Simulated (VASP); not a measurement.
# Au (I4/mmm) in VASP: a series of runs

The runs below take Au through single point, with PBEsol.

Everything below comes from runs of VASP 6.6.1. Logs are shortened: lines on timing, memory, paths and dates and some standing lists are left out, and cuts for length are marked.

## 1. The cell of the first run

It takes space group I4/mmm (No. 139, tetragonal). Conventional cell: a = 3.404 Å, b = 3.404 Å, c = 3.323 Å, α = 90.00°, β = 90.00°, γ = 90.00°. Within 3.9 Å of Au (site symmetry 4/mmm) lie 14 Au at 2.92 to 3.40 Å.

## 2. Single point, PBEsol (strain +0.050 along x and y, +0.025 along z)

File INCAR:

```
PREC = Accurate ; ENCUT = 520
EDIFF = 1E-7 ; ISMEAR = 0
SIGMA = 0.15 ; LREAL = F
LASPH = T ; NELM = 60
ALGO = Fast ; ISIF = 2
LWAVE = F ; LCHARG = F
GGA = PS ; NBANDS = 12
```

File KPOINTS:

```
Automatic mesh
0
Gamma
  26 26 26
```

File POSCAR:

```
Au
1.0
   -1.7021270641      1.7021270641      1.6616002293
    1.7021270641     -1.7021270641      1.6616002293
    1.7021270641      1.7021270641     -1.6616002293
Au
1
Direct
    0.0000000000      0.0000000000      0.0000000000
```

Potentials or basis: VASP PAW PBE potentials, release 64 (Au).

Started as:

```
> cat potpaw_PBE.64/Au/POTCAR > POTCAR
> mpirun -np 1 vasp_std > vasp.out
```

OUTCAR:

```text
PREC = Accurate
   ENCUT = 520
   EDIFF = 1E-7
   ISMEAR = 0
   LREAL = F
   LASPH = T
   NELM = 60
   ISIF = 2
   GGA = PS

 ion  position               nearest neighbor table
   1  0.000  0.000  0.000-

  LATTYP: Found a body centered tetragonal cell.
 ALAT       =     3.4042541282
 C/A-ratio  =     0.9761904762

  Lattice vectors:

 A1 = (  -1.7021270641,   1.7021270641,   1.6616002293)
 A2 = (   1.7021270641,  -1.7021270641,   1.6616002293)
 A3 = (   1.7021270641,   1.7021270641,  -1.6616002293)

Analysis of symmetry for initial positions (statically):
=====================================================================
 Subroutine PRICEL returns:
 Original cell was already a primitive cell.

 Routine SETGRP: Setting up the symmetry group for a
 body centered tetragonal supercell.

 Subroutine GETGRP returns: Found 16 space group operations
 (whereof 16 operations were pure point group operations)
 out of a pool of 16 trial point group operations.

The static configuration has the point symmetry D_4h.

Analysis of symmetry for dynamics (positions and initial velocities):
=====================================================================
 Subroutine PRICEL returns:
 Original cell was already a primitive cell.

 Routine SETGRP: Setting up the symmetry group for a
 body centered tetragonal supercell.

 Subroutine GETGRP returns: Found 16 space group operations
 (whereof 16 operations were pure point group operations)
 out of a pool of 16 trial point group operations.

The dynamic configuration has the point symmetry D_4h.

 Subroutine INISYM returns: Found 16 space group operations
 (whereof 16 operations are pure point group operations),
 and found     1 'primitive' translations

----------------------------------------------------------------------------------------

                                     Primitive cell

  volume of cell :      19.2562

  direct lattice vectors                    reciprocal lattice vectors
    -1.702127064  1.702127064  1.661600229     0.000000000  0.293750103  0.300914739
     1.702127064 -1.702127064  1.661600229     0.293750103  0.000000000  0.300914739
     1.702127064  1.702127064 -1.661600229     0.293750103  0.293750103  0.000000000

  length of vectors
     2.924959556  2.924959556  2.924959556     0.420522060  0.420522060  0.415425379

  position of ions in fractional coordinates (direct lattice)
     0.000000000  0.000000000  0.000000000

[... 82 lines left out ...]
   ISYM   =      2    0-nonsym 1-usesym 2-fastsym
   POTIM  = 0.5000    time-step for ionic-motion
   TEBEG  =    0.0;   TEEND  =   0.0 temperature during run
   PSTRESS=    0.0 pullay stress
   NELECT =      11.0000    total number of electrons
   NUPDOWN=      -1.0000    fix difference up-down
   EMIN   =  10.00;   EMAX   =-10.00  energy-range for DOS
   EFERMI =   0.00;   METHOD = LEGACY
   ISMEAR =     0;   SIGMA  =   0.15  broadening in eV -4-tet -1-fermi 0-gaus
   EFERMI_NEDOS =   21; number of points for ismear=-14 and -15
   IALGO  =     68    algorithm
   IMIX   =      4    mixing-type and parameters
     AMIX     =   0.40;   BMIX     =  1.00
     AMIX_MAG =   1.60;   BMIX_MAG =  1.00
  volume/ion in A,a.u.               =      19.26       129.95
  Fermi-wavevector in a.u.,A,eV,Ry     =   1.358362  2.566932 25.104758  1.845148
  Thomas-Fermi vector in A             =   2.485202
   LORBIT       =      0    0 simple, 1 ext, 2 COOP (PROOUT), +10 PAW based schemes
   GGA     = PS    functional components
   LHFCALC =     F    Hartree Fock is set to
   AEXX    =    0.0000 exact exchange contribution
   IVDW    =     0    specifies the selected vdW correction
   LEPSILON=     F    determine dielectric tensor
   LRPA    =     F    only Hartree local field effects (RPA)
 non-spin polarized calculation
 RMM-DIIS sequential band-by-band and
 Gauss-broadening in eV      SIGMA  =   0.15
  energy-cutoff  :      520.00
  volume of cell :       19.26
 maximum number of plane-waves:       539
 NGX is ok and might be reduce to    24
   NGX = 11   NGY = 11   NGZ = 11

 number of electron      11.0000002 magnetization

 Free energy of the ion-electron system (eV)
  ---------------------------------------------------
  ext. energy  EPLUGINS =         0.00000000
  ---------------------------------------------------
  free energy    TOTEN  =        -3.78737876 eV

  energy without entropy =       -3.78383289  energy(sigma->0) =       -3.78560583

 E-fermi :   7.3841     XC(G=0): -12.1733

 val. band max:        7.3769275719   @ k =  -0.1923  -0.3462   0.0769
 cond. band min:       7.3840954436   @ k =  -0.3462   0.3846   0.2692
 fundamental gap:      0.0071678717
 Fermi energy:         7.3840815379

 k-point     1 :       0.0000    0.0000    0.0000
  band No.  band energies     occupation
      1      -1.3121      2.00000
      2       3.0562      2.00000
      3       3.1887      2.00000
      4       3.1887      2.00000
      5       4.6611      2.00000
      6       4.8152      2.00000
      7      23.6551      0.00000
      8      23.6551      0.00000
      9      24.0636      0.00000
     10      29.3144      0.00000
     11      29.3144      0.00000
     12      29.9657      0.00000
[... 331 lines left out ...]
 k-point    24 :       0.3846    0.0385    0.0000
  band No.  band energies     occupation
      1       1.1982      2.00000
      2       2.2882      2.00000
      3       4.5267      2.00000
      4       4.8919      2.00000
      5       5.3110      2.00000
      6       6.0110      2.00000
      7      12.5957      0.00000
      8      19.8206      0.00000
      9      20.7589      0.00000
     10      27.1010      0.00000
     11      27.5462      0.00000
     12      30.0646      0.00000

 [... further k-points ...]

------------------------ aborting loop because EDIFF is reached ----------------------------------------

  FORCE on cell =-STRESS in cart. coord.  units (eV):
  Direction    XX          YY          ZZ          XY          YZ          ZX
  --------------------------------------------------------------------------------------
  -------------------------------------------------------------------------------------
  Total       -1.7681629     -1.7681629     -1.7974517      0.0000000      0.0000000      0.0000000
  in kB     -147.1168367   -147.1168367   -149.5537521      0.0000000      0.0000000      0.0000000
  external PRESSURE =    -147.9291419 kB  Pullay stress =       0.0000000 kB

 VOLUME and BASIS-vectors are now :
 -----------------------------------------------------------------------------
  energy-cutoff  :      520.00
  volume of cell :       19.26
      direct lattice vectors                 reciprocal lattice vectors
    -1.702127064  1.702127064  1.661600229     0.000000000  0.293750103  0.300914739
     1.702127064 -1.702127064  1.661600229     0.293750103  0.000000000  0.300914739
     1.702127064  1.702127064 -1.661600229     0.293750103  0.293750103  0.000000000

 POSITION                                       TOTAL-FORCE (eV/Angst)
 -----------------------------------------------------------------------------------
      0.00000      0.00000      0.00000         0.000000     -0.000000      0.000000
 -----------------------------------------------------------------------------------
    total drift:                               -0.000000      0.000000      0.000000

  FREE ENERGIE OF THE ION-ELECTRON SYSTEM (eV)
  ---------------------------------------------------
  free  energy   TOTEN  =        -3.7873787573 eV

  energy  without entropy=       -3.7838328935  energy(sigma->0) =       -3.78560583
```

stdout:

```text
POSCAR found type information on POSCAR Au
 POSCAR found :  1 types and       1 ions
 scaLAPACK will be used
 -----------------------------------------------------------------------------
|                                                                             |
|                                                                             |
|     You enforced a specific xc type in the INCAR file but a different       |
|     I HOPE YOU KNOW WHAT YOU ARE DOING!                                     |
|                                                                             |
 -----------------------------------------------------------------------------

 LDA part: xc-table for (Slater+PW92), standard interpolation
 POSCAR, INCAR and KPOINTS ok, starting setup
 FFT: planning ... GRIDC
 FFT: planning ... GRID_SOFT
 FFT: planning ... GRID
 WAVECAR not read
 entering main loop
```

Run time: 3 min. Hardware: 1 thread of Intel Xeon 8259CL, shared host; peak memory 0.4 GiB.

What came out:

```
Free energy            : -3.7874 eV
Pressure               : -14.8 GPa
Band gap on the k mesh : zero (an odd number of electrons rules out a gap without spin polarisation)
```

Levels at points of the mesh, in eV from the Fermi level:
```
           k point  band 4  band 5  band 6  band 7  band 8  band 9
(0.00, 0.00, 0.00)   -4.20   -2.72   -2.57   16.27   16.27   16.68
(0.50, 0.00, 0.00)   -2.44   -1.40   -0.15    2.94   12.10   12.85
(0.50, 0.50, 0.00)   -2.54   -1.43   -0.28    2.76   12.45   13.36
(0.50, 0.50, 0.50)   -1.73   -1.69    5.90    5.90    6.56    8.26
```

Caveat: the cell differs from its parent crystal (strain +0.050 along x and y, +0.025 along z); the cell stands under tension; the PAW data sets were made with another functional, which shifts forces and pressure a little; spin-orbit coupling is left out, which moves the levels of the heavy elements.

## 3. Single point, PBEsol (strain +0.000 along x and y, -0.050 along z)

File INCAR:

```
SYSTEM = Au
ALGO = Fast
EDIFF = 1E-7
ENCUT = 520
GGA = PS
ISIF = 2
ISMEAR = 0
LASPH = .True.
LCHARG = .True.
LELF = .True.
LREAL = .False.
LVHAR = .True.
LWAVE = .False.
NBANDS = 12
NELM = 100
PREC = Accurate
SIGMA = 0.15
```

File KPOINTS:

```
k-points
0
Gamma
  26 26 26
  0 0 0
```

File POSCAR:

```
Au
1.0
   -1.6210733944      1.6210733944      1.5400197247
    1.6210733944     -1.6210733944      1.5400197247
    1.6210733944      1.6210733944     -1.5400197247
Au
1
Direct
    0.0000000000      0.0000000000      0.0000000000
```

Potentials or basis: VASP PAW PBE potentials, release 64 (Au).

Started as:

```
> cat potpaw_PBE.64/Au/POTCAR > POTCAR
> mpirun -np 1 vasp_std > vasp.out
```

OUTCAR:

```text
SYSTEM = Au
   EDIFF = 1E-7
   ENCUT = 520
   GGA = PS
   ISIF = 2
   ISMEAR = 0
   LASPH = .True.
   LREAL = .False.
   NELM = 100
   PREC = Accurate

 ion  position               nearest neighbor table
   1  0.000  0.000  0.000-

  LATTYP: Found a body centered tetragonal cell.
 ALAT       =     3.2421467888
 C/A-ratio  =     0.9500000000

  Lattice vectors:

 A1 = (  -1.6210733944,   1.6210733944,   1.5400197247)
 A2 = (   1.6210733944,  -1.6210733944,   1.5400197247)
 A3 = (   1.6210733944,   1.6210733944,  -1.5400197247)

Analysis of symmetry for initial positions (statically):
=====================================================================
 Subroutine PRICEL returns:
 Original cell was already a primitive cell.

 Routine SETGRP: Setting up the symmetry group for a
 body centered tetragonal supercell.

 Subroutine GETGRP returns: Found 16 space group operations
 (whereof 16 operations were pure point group operations)
 out of a pool of 16 trial point group operations.

The static configuration has the point symmetry D_4h.

[... 169 lines left out ...]
      1      -0.3077      2.00000
      2       4.7672      2.00000
      3       5.1501      2.00000
      4       5.1501      2.00000
      5       6.8660      2.00000
      6       7.3320      2.00000
      7      26.3341      0.00000
      8      26.3341      0.00000
      9      27.3391      0.00000
     10      34.8275      0.00000
     11      34.8275      0.00000
     12      35.6460      0.00000
[... 331 lines left out ...]
 k-point    24 :       0.3846    0.0385   -0.0000
  band No.  band energies     occupation
      1       2.4894      2.00000
      2       3.7903      2.00000
      3       6.7953      2.00000
      4       7.4331      2.00000
      5       7.6967      2.00000
      6       8.6338      2.00000
      7      16.4551      0.00000
      8      22.7720      0.00000
      9      24.7616      0.00000
     10      31.8683      0.00000
     11      32.2680      0.00000
     12      34.0932      0.00000

 [... further k-points ...]

------------------------ aborting loop because EDIFF is reached ----------------------------------------

  FORCE on cell =-STRESS in cart. coord.  units (eV):
  Direction    XX          YY          ZZ          XY          YZ          ZX
  --------------------------------------------------------------------------------------
  -------------------------------------------------------------------------------------
  Total        1.0474600      1.0474600      1.0020044      0.0000000      0.0000000      0.0000000
  in kB      103.6707919    103.6707919     99.1718926      0.0000000      0.0000000      0.0000000
  external PRESSURE =     102.1711588 kB  Pullay stress =       0.0000000 kB

 VOLUME and BASIS-vectors are now :
 -----------------------------------------------------------------------------
  energy-cutoff  :      520.00
  volume of cell :       16.19
      direct lattice vectors                 reciprocal lattice vectors
    -1.621073394  1.621073394  1.540019725     0.000000000  0.308437608  0.324671166
     1.621073394 -1.621073394  1.540019725     0.308437608  0.000000000  0.324671166
     1.621073394  1.621073394 -1.540019725     0.308437608  0.308437608  0.000000000

 POSITION                                       TOTAL-FORCE (eV/Angst)
 -----------------------------------------------------------------------------------
      0.00000      0.00000      0.00000         0.000000      0.000000      0.000000
 -----------------------------------------------------------------------------------
    total drift:                                0.000000      0.000000      0.000000

  FREE ENERGIE OF THE ION-ELECTRON SYSTEM (eV)
  ---------------------------------------------------
  free  energy   TOTEN  =        -3.8793439301 eV

  energy  without entropy=       -3.8769939088  energy(sigma->0) =       -3.87816892
```

It took 4.7 min on 1 thread of Intel Xeon 8259CL, shared host; peak memory 0.36 GiB.

What came out:

```
Free energy            : -3.8793 eV
Pressure               : 10.2 GPa
Band gap on the k mesh : zero (an odd number of electrons rules out a gap without spin polarisation)
```

Stress tensor (GPa, compression positive):
```
10.37  0.00  0.00
 0.00 10.37  0.00
 0.00  0.00  9.92
```

Levels at points of the mesh, in eV from the Fermi level:
```tsv
k point	band 3	band 4	band 5	band 6	band 7	band 8	band 9	band 10
(0.00, 0.00, 0.00)	-5.00	-5.00	-3.28	-2.82	16.19	16.19	17.19	24.68
(0.50, 0.00, 0.00)	-3.14	-2.59	-1.30	-0.79	4.06	12.16	13.88	22.10
(0.50, 0.50, 0.00)	-3.50	-2.92	-1.37	-1.12	3.60	12.86	15.12	22.37
(0.50, 0.50, 0.50)	-1.78	-1.78	-1.66	5.82	5.82	7.38	10.25	16.06
```

Caveat: the cell differs from its parent crystal (strain +0.000 along x and y, -0.050 along z); the cell stands under pressure; the PAW data sets were made with another functional, which shifts forces and pressure a little; spin-orbit coupling is left out, which moves the levels of the heavy elements.

## 4. Single point, PBEsol (strain -0.025 along x and y, +0.000 along z)

File INCAR:

```
  PREC = Accurate
  ENCUT = 520
  EDIFF = 1E-7
  ISMEAR = 0
  SIGMA = 0.15
  LREAL = F
  LASPH = T
  NELM = 80
  ALGO = Fast
  ISIF = 2
  LWAVE = F
  LCHARG = T
  GGA = PS
  LELF = T
  LVHAR = T
  NBANDS = 12
```

File KPOINTS:

```
Automatic mesh
0
Gamma
  26 26 26
```

File POSCAR:

```
Au
1.0
   -1.5805465595      1.5805465595      1.6210733944
    1.5805465595     -1.5805465595      1.6210733944
    1.5805465595      1.5805465595     -1.6210733944
Au
1
Direct
    0.0000000000      0.0000000000      0.0000000000
```

Started as:

```
> cat potpaw_PBE.64/Au/POTCAR > POTCAR
> mpirun -np 1 vasp_std > vasp.out
```

It took 5.1 min on 1 thread of Intel Xeon 8259CL, shared host; peak memory 0.36 GiB.

Results (log left out):

```yaml
Free_energy: -3.8796 eV
Pressure: 10.0 GPa
Band_gap_on_the_k_mesh: zero (an odd number of electrons rules out a gap without spin polarisation)
```

Stress tensor (GPa, compression positive):
```
 9.97  0.00  0.00
 0.00  9.97  0.00
 0.00  0.00 10.17
```

Levels at points of the mesh, in eV from the Fermi level:
```tsv
k point	band 2	band 3	band 4	band 5	band 6	band 7	band 8	band 9	band 10	band 11
(0.00, 0.00, 0.00)	-5.19	-5.19	-5.01	-3.13	-2.91	16.22	16.67	16.67	24.65	25.50
(0.50, 0.00, 0.00)	-6.26	-3.27	-2.78	-1.32	-0.95	3.83	12.50	14.48	22.93	22.99
(0.50, 0.50, 0.00)	-6.46	-3.02	-2.71	-1.28	-0.79	4.05	12.17	13.88	22.10	22.71
(0.50, 0.50, 0.50)	-7.29	-1.77	-1.71	-1.71	5.83	6.58	6.58	10.33	16.38	16.90
```

Caveat: the cell differs from its parent crystal (strain -0.025 along x and y, +0.000 along z); the cell stands under pressure; the PAW data sets were made with another functional, which shifts forces and pressure a little; spin-orbit coupling is left out, which moves the levels of the heavy elements.

## 5. Single point, PBEsol (strain +0.000 along x and y, -0.025 along z)

File INCAR:

```
ALGO     = Fast           # electronic algorithm
EDIFF    = 1E-6           # SCF threshold, eV
ENCUT    = 520            # plane-wave cutoff, eV
GGA      = PS             # functional
ISIF     = 2              # what is computed and relaxed
ISMEAR   = 0              # smearing method
LASPH    = True           # aspherical terms in the spheres
LCHARG   = False          # write CHGCAR
LREAL    = False          # projectors in reciprocal space
LWAVE    = False          # write WAVECAR
NBANDS   = 12             # bands
NELM     = 80             # most SCF steps
PREC     = Accurate       # precision mode
SIGMA    = 0.15           # smearing width, eV
```

File KPOINTS:

```
k-points
0
Gamma
  26 26 26
```

File POSCAR:

```
Au
1.0
   -1.6210733944      1.6210733944      1.5805465595
    1.6210733944     -1.6210733944      1.5805465595
    1.6210733944      1.6210733944     -1.5805465595
Au
1
Direct
    0.0000000000      0.0000000000      0.0000000000
```

Started as:

```
> cat potpaw_PBE.64/Au/POTCAR > POTCAR
> mpirun -np 1 vasp_std > vasp.out
```

Run time: 4 min. Hardware: 1 thread of Intel Xeon 8259CL, shared host; peak memory 0.37 GiB.

It converged, with:

| Property | Result |
| --- | --- |
| Free energy | -3.8986 eV |
| Pressure | 4.7 GPa |
| Band gap on the k mesh | zero (an odd number of electrons rules out a gap without spin polarisation) |

Stress tensor (GPa, compression positive):
```
4.71 0.00 0.00
0.00 4.71 0.00
0.00 0.00 4.56
```

Levels at points of the mesh, in eV from the Fermi level:
| k point | band 3 | band 4 | band 5 | band 6 | band 7 | band 8 | band 9 | band 10 |
| --- | --- | --- | --- | --- | --- | --- | --- | --- |
| (0.00, 0.00, 0.00) | -4.92 | -4.92 | -3.06 | -2.85 | 16.36 | 16.36 | 16.84 | 24.51 |
| (0.50, 0.00, 0.00) | -3.06 | -2.66 | -1.31 | -0.73 | 3.81 | 12.27 | 13.89 | 21.98 |
| (0.50, 0.50, 0.00) | -3.25 | -2.79 | -1.35 | -0.89 | 3.60 | 12.62 | 14.50 | 22.70 |
| (0.50, 0.50, 0.50) | -1.75 | -1.75 | -1.69 | 6.05 | 6.05 | 6.81 | 10.01 | 16.05 |

Caveat: the cell differs from its parent crystal (strain +0.000 along x and y, -0.025 along z); the cell stands under pressure; the PAW data sets were made with another functional, which shifts forces and pressure a little; spin-orbit coupling is left out, which moves the levels of the heavy elements.

## 6. Overview

| cell | further INCAR settings | gap on the mesh (eV) | pressure (GPa) |
| --- | --- | --- | --- |
| a = 2.925 Å, angles 108.8, 108.8, 110.8°, 1 atom | ALGO = Fast; EDIFF = 1e-07; NBANDS = 12 | none | -14.8 |
| a = 2.762 Å, angles 108.1, 108.1, 112.2°, 1 atom | ALGO = Fast; EDIFF = 1e-07; NBANDS = 12 | none | 10.2 |
| a = 2.761 Å, angles 110.2, 110.2, 108.1°, 1 atom | ALGO = Fast; EDIFF = 1e-07; NBANDS = 12 | none | 10.0 |
| a = 2.785 Å, angles 108.8, 108.8, 110.8°, 1 atom | ALGO = Fast; EDIFF = 1e-06; NBANDS = 12 | none | 4.7 |

Alike in all rows: task single point; level PBEsol; potentials or basis VASP PAW PBE potentials, release 64 (Au); no spin polarisation; k mesh 26 × 26 × 26; cutoff (eV) 520; smearing gaussian 0.15 eV.

Caveats: the PAW data sets were made with another functional, which shifts forces and pressure a little; spin-orbit coupling is left out, which moves the levels of the heavy elements; the cell stands under pressure (at least some runs); the cell stands under tension (at least some runs).

Absolute energies hang on the potentials; compare differences alone.
